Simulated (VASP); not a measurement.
# Si2N (P6/mmm) in VASP: notebook, part 2 of 2

VASP 6.6.1. The steps go on from the part before.

## (5) Single point, PBE, collinear spin, ferromagnetic start

This run uses another cell than the first one, of 13.21 Å³/atom, 0.995 times its volume.

File INCAR:

```
ALGO = Normal
EDIFF = 1E-7
ENCUT = 520
GGA = PE
ISIF = 2
ISMEAR = 0
ISPIN = 2
LASPH = True
LCHARG = True
LELF = True
LORBIT = 11
LREAL = False
LVHAR = True
LWAVE = False
MAGMOM = 0 0 1
NBANDS = 18
NELM = 150
PREC = Accurate
SIGMA = 0.1
```

File KPOINTS:

```
k-points
0
Gamma
  6 6 6
```

File POSCAR:

```
Si2N
1.0
    3.8929337992      0.0000000028      0.0000000000
   -1.9464669020      3.3713795639      0.0000000000
    0.0000000000      0.0000000000      3.0200505863
Si N
2 1
Direct
    0.3333333333      0.6666666667      0.5000000000
    0.6666666667      0.3333333333      0.5000000000
    0.0000000000      0.0000000000      0.0000000000
```

Command:

```bash
> cat potpaw_PBE.64/Si/POTCAR potpaw_PBE.64/N/POTCAR > POTCAR
> mpirun -np 1 vasp_std > vasp.out
```

It took 26 s on 1 thread of AMD EPYC 9R14 (Zen 4), shared host; peak memory 0.14 GiB.

It converged, with:

```
Free energy                                           : -14.5942 eV
Pressure                                              : 0.0 GPa
Net moment                                            : 0.00 μB per cell
Valence electrons inside the program's atomic spheres : Si 1.62; N 3.39
```

Stress tensor (GPa, compression positive):
```
-0.10  0.00  0.00
 0.00 -0.10  0.00
 0.00  0.00  0.15
```

Levels at points of the mesh, in eV from the Fermi level:
Spin up:
| k point | band 2 | band 3 | band 4 | band 5 | band 6 | band 7 | band 8 | band 9 | band 10 | band 11 |
| --- | --- | --- | --- | --- | --- | --- | --- | --- | --- | --- |
| (0.00, 0.00, 0.00) | -8.24 | -2.69 | -2.69 | -2.17 | -2.17 | -1.07 | -0.19 | 4.72 | 5.05 | 6.84 |
| (0.50, 0.00, 0.00) | -10.50 | -6.59 | -5.00 | -0.24 | 0.87 | 1.57 | 2.26 | 4.06 | 6.78 | 6.95 |
| (0.00, 0.00, 0.50) | -10.45 | -2.91 | -1.21 | -1.21 | -0.75 | -0.75 | -0.12 | 3.46 | 3.50 | 3.53 |
| (0.50, 0.00, 0.50) | -7.84 | -7.01 | -5.40 | -2.07 | -1.88 | -1.49 | -0.73 | 3.14 | 6.22 | 8.47 |
Spin down:
```csv
k point,band 2,band 3,band 4,band 5,band 6,band 7,band 8,band 9,band 10,band 11
"(0.00, 0.00, 0.00)",-8.24,-2.69,-2.69,-2.17,-2.17,-1.07,-0.19,4.72,5.05,6.84
"(0.50, 0.00, 0.00)",-10.50,-6.59,-5.00,-0.24,0.87,1.57,2.26,4.06,6.78,6.95
"(0.00, 0.00, 0.50)",-10.45,-2.91,-1.21,-1.21,-0.75,-0.75,-0.12,3.46,3.50,3.53
"(0.50, 0.00, 0.50)",-7.84,-7.01,-5.40,-2.07,-1.88,-1.49,-0.73,3.14,6.22,8.47
```

## (6) Relaxation of cell and atoms, PBE, collinear spin, ferromagnetic start

This run uses another cell than the first one, of 13.63 Å³/atom, 1.026 times its volume.

File INCAR:

```
SYSTEM = Si2N
PREC = Accurate
ENCUT = 600
EDIFF = 1E-6
ISMEAR = 0
SIGMA = 0.1
LREAL = .FALSE.
LASPH = .TRUE.
NELM = 150
ALGO = Normal
ISIF = 3
LWAVE = .FALSE.
LCHARG = .FALSE.
ISPIN = 2
MAGMOM = 0 0 1
LORBIT = 11
GGA = PE
IBRION = 2
NSW = 90
EDIFFG = -0.04
```

File KPOINTS:

```
Automatic mesh
0
G
  6 6 6
  0 0 0
```

File POSCAR:

```
Si2N
1.0
    4.0785652900      0.0000000000      0.0000000000
   -2.0392826500      3.5321411500      0.0000000000
    0.0000000000      0.0000000000      2.8377062800
Si N
2 1
Direct
    0.3333333300      0.6666666700      0.5000000000
    0.6666666700      0.3333333300      0.5000000000
    0.0000000000      0.0000000000      0.0000000000
```

Potentials or basis: VASP PAW PBE potentials, release 64 (Si, N).

Command:

```bash
> cat potpaw_PBE.64/Si/POTCAR potpaw_PBE.64/N/POTCAR > POTCAR
> mpirun -np 1 vasp_std > vasp.out
```

Wall time 2.1 min (1 thread of AMD EPYC 9R14 (Zen 4), shared host); peak memory 0.17 GiB.

Results (log left out):

| Property | Result |
| --- | --- |
| Free energy | -14.5964 eV |
| Relaxed volume | 13.26 Å³/atom |
| Relaxed cell | a = 3.894 Å, b = 3.894 Å, c = 3.028 Å, α = 90.00°, β = 90.00°, γ = 120.00° |
| Space group after relaxing (to 0.05 Å) | P6/mmm (No. 191) |
| Energy gained by relaxing | 26.5 meV/atom |
| Ionic steps | 10 |
| Pressure after relaxing | -0.4 GPa |
| Net moment | 0.00 μB per cell |
| Valence electrons inside the program's atomic spheres | Si 1.62; N 3.38 |

Stress tensor (GPa, compression positive):
```
-0.40  0.00  0.00
 0.00 -0.40  0.00
 0.00  0.00 -0.31
```

The path:
| step | energy change (eV) | largest force (eV/Å) | pressure (GPa) | volume (Å³) |
| --- | --- | --- | --- | --- |
| 1 | 0.0000 | 0.0000 | -5.80 | 40.88 |
| 2 | -0.0447 | 0.0000 | 2.55 | 38.02 |
| 3 | -0.0493 | 0.0000 | 0.44 | 38.65 |
| 4 | -0.0493 | 0.0000 | 0.29 | 38.69 |
| 5 | -0.0521 | 0.0000 | 0.28 | 38.78 |
| 6 | -0.0610 | 0.0000 | -0.02 | 39.06 |
| 7 | -0.0749 | 0.0000 | -0.55 | 39.57 |
| 8 | -0.0225 | 0.0000 | 2.07 | 40.44 |
| 9 | -0.0795 | 0.0000 | -0.40 | 39.75 |
| 10 | -0.0795 | 0.0000 | -0.37 | 39.77 |

Final structure:
```xyz
3
Lattice="3.8943 0.0000 0.0000 -1.9472 3.3726 0.0000 0.0000 0.0000 3.0282" Properties=species:S:1:pos:R:3 pbc="T T T"
Si    0.0000    2.2484    1.5141
Si    1.9472    1.1242    1.5141
N     0.0000    0.0000    0.0000
```

Levels at points of the mesh, in eV from the Fermi level:
Spin up:
| k point | band 2 | band 3 | band 4 | band 5 | band 6 | band 7 | band 8 | band 9 | band 10 | band 11 |
| --- | --- | --- | --- | --- | --- | --- | --- | --- | --- | --- |
| (0.00, 0.00, 0.00) | -8.24 | -2.67 | -2.67 | -2.15 | -2.15 | -1.09 | -0.17 | 4.69 | 5.04 | 6.82 |
| (0.50, 0.00, 0.00) | -10.47 | -6.58 | -4.97 | -0.25 | 0.86 | 1.57 | 2.26 | 4.01 | 6.74 | 6.95 |
| (0.00, 0.00, 0.50) | -10.44 | -2.89 | -1.20 | -1.20 | -0.75 | -0.75 | -0.11 | 3.48 | 3.48 | 3.53 |
| (0.50, 0.00, 0.50) | -7.84 | -7.00 | -5.38 | -2.07 | -1.87 | -1.49 | -0.70 | 3.15 | 6.20 | 8.48 |
Spin down:
```
           k point  band 2  band 3  band 4  band 5  band 6  band 7  band 8  band 9  band 10  band 11
(0.00, 0.00, 0.00)   -8.24   -2.67   -2.67   -2.15   -2.15   -1.09   -0.17    4.69     5.04     6.82
(0.50, 0.00, 0.00)  -10.47   -6.58   -4.97   -0.25    0.86    1.57    2.26    4.01     6.74     6.95
(0.00, 0.00, 0.50)  -10.44   -2.89   -1.20   -1.20   -0.75   -0.75   -0.11    3.48     3.48     3.53
(0.50, 0.00, 0.50)   -7.84   -7.00   -5.38   -2.07   -1.87   -1.49   -0.70    3.15     6.20     8.48
```

Caveat: the k points lie up to 0.35 Å⁻¹ apart in the final cell.

## (7) Overview

```tsv
task	spin	cell	k mesh	cutoff (eV)	gap on the mesh (eV)	pressure (GPa)	moment (μB)	relaxed volume (Å³/atom)
single point	off	a = 3.893, b = 3.893, c = 3.036 Å, angles 90.0, 90.0, 120.0°, 3 atoms	12 × 12 × 16	520	none	-0.2	-	-
relaxation of cell and atoms	off	relaxed from a = 3.893, b = 3.893, c = 3.020 Å, angles 90.0, 90.0, 120.0°, 3 atoms	12 × 12 × 16	600	none	0.0	-	13.26
single point	collinear, ferromagnetic start	a = 4.079, b = 4.079, c = 2.838 Å, angles 90.0, 90.0, 120.0°, 3 atoms	6 × 6 × 6	520	none	-5.8	0.73	-
single point	collinear, ferromagnetic start	a = 3.893, b = 3.893, c = 3.020 Å, angles 90.0, 90.0, 120.0°, 3 atoms	6 × 6 × 6	520	none	0.0	0.00	-
relaxation of cell and atoms	collinear, ferromagnetic start	relaxed from a = 4.079, b = 4.079, c = 2.838 Å, angles 90.0, 90.0, 120.0°, 3 atoms	6 × 6 × 6	600	none	-0.4	0.00	13.26
```

Alike in all rows: level PBE; potentials or basis VASP PAW PBE potentials, release 64 (Si, N); smearing gaussian 0.1 eV.

Caveats: some runs use coarse meshes.

Absolute energies hang on the potentials; compare differences alone.
